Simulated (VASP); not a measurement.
Set up this calculation in VASP 6.6.1, as the native input.

* Task: single point
* Functional: LDA
* Potentials or basis: VASP PAW LDA potentials, release 64 (Zn)
* Cutoff: 520 eV
* k mesh: 13 × 13 × 13
* Occupations: fermi-dirac, width 0.1 eV
* Spin: no spin polarisation
* Dipole correction: no
* Further INCAR settings: ALGO = Normal; EDIFF = 1e-06; NBANDS = 19

The structure of Zn lies in POSCAR:

```
Zn
1.0
    0.0000000000      2.3148540020      2.3148540020
    2.3148540020      0.0000000000      2.3148540020
    2.3148540020      2.3148540020      0.0000000000
Zn
2
Direct
   -0.1250000000     -0.1250000000     -0.1250000000
    0.1250000000      0.1250000000      0.1250000000
```

This isn't the form of Zn at room conditions, which is hcp.

One way to write it, as run:

INCAR

```
PREC = Accurate
ENCUT = 520
EDIFF = 1E-6
ISMEAR = -1
SIGMA = 0.1
LREAL = F
LASPH = T
NELM = 100
ALGO = Normal
ISIF = 2
LWAVE = F
LCHARG = F
NBANDS = 19
```

KPOINTS

```
Automatic mesh
0
Gamma
  13 13 13
```

Potentials or basis: VASP PAW LDA potentials, release 64 (Zn).

Run with:

```sh
$ cat potpaw_LDA.64/Zn/POTCAR > POTCAR
$ mpirun -np 1 vasp_std > vasp.out
```

Results of the run:

```yaml
Pressure: 90.3 GPa
Band_gap_on_the_k_mesh: zero (bands 12 and 13 overlap by 11.45 eV)
```

Caveat: the cell stands under pressure.

It took 23 s on 1 thread of Intel Xeon 8259CL (shared host), peak memory 0.15 GiB.
